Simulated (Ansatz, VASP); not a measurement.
One calculation of BeTe, two programs

The input INCAR:

```
SYSTEM = BeTe
PREC     = Accurate       ! precision mode
ENCUT    = 600            ! plane-wave cutoff, eV
EDIFF    = 1E-6           ! SCF threshold, eV
ISMEAR   = 0              ! smearing method
SIGMA    = 0.1            ! smearing width, eV
LREAL    = .False.        ! projectors in reciprocal space
LASPH    = .True.         ! aspherical terms in the spheres
NELM     = 120            ! most SCF steps
ALGO     = Normal         ! electronic algorithm
ISIF     = 2              ! what is computed and relaxed
LWAVE    = .False.        ! write WAVECAR
LCHARG   = .True.         ! write CHGCAR
GGA      = PE             ! functional
LELF     = .True.         ! ELF
LVHAR    = .True.       
NBANDS   = 11             ! bands
GGA_COMPAT= .False.
```

The input KPOINTS:

```
regular mesh
0
Gamma
  4 4 4
  0 0 0
```

The input POSCAR:

```
BeTe
1.0
    0.0000000000      2.6426547394      2.6426547394
    2.6426547394      0.0000000000      2.6426547394
    2.6426547394      2.6426547394      0.0000000000
Be Te
1 1
Direct
    0.0000000000      0.0000000000      0.0000000000
    0.7500000000      0.7500000000      0.7500000000
```

Input for Ansatz:

```yaml
crystal:
  lattice:
    - [0.0, 2.6426547394, 2.6426547394]
    - [2.6426547394, 0.0, 2.6426547394]
    - [2.6426547394, 2.6426547394, 0.0]
  atoms:
    - { symbol: Be, position: [0.0, 0.0, 0.0] }
    - { symbol: Te, position: [0.75, 0.75, 0.75] }
basis:
  ecutwfc: 420
kpoints:
  mp_grid: { grid: [4, 4, 4] }
hamiltonian:
  xc: pbe
scf:
  occupations: { method: gaussian, width: 0.1 }
  max_iter: 80
  convergence: { dr2_threshold: "1e-8 eV" }
output:
  forces: true
  stress: true
  eigenvalues: true
```

Alike in both runs: task single point; functional PBE; k mesh 4 × 4 × 4; occupations gaussian, width 0.1 eV; no spin polarisation.

|  | VASP | Ansatz |
| --- | --- | --- |
| version | VASP 6.6.1 | Ansatz 0.2.0 |
| potentials or method | VASP PAW PBE potentials, release 64 (Be, Te), cutoff 600 eV | scalar-relativistic, plane waves, PAW |
| valence electrons in the cell | 8 | 18 |

|  | VASP | Ansatz | Ansatz less VASP |
| --- | --- | --- | --- |
| gap on the k mesh at the Fermi level (eV) | 1.42 | 1.45 | +0.024 |
| least direct gap on the mesh (eV) | 3.38 | 3.41 | +0.031 |
| pressure (GPa) | 18.7 | 18.4 | -0.32 |

VASP's potentials hold 8 valence electrons a cell and Ansatz's 18, so a difference there can come from the potentials and not from the codes. Ansatz's warnings: stress scf threshold loose.

The k mesh is coarse, so the values compare programs but aren't converged. Neither program's run includes spin-orbit coupling.
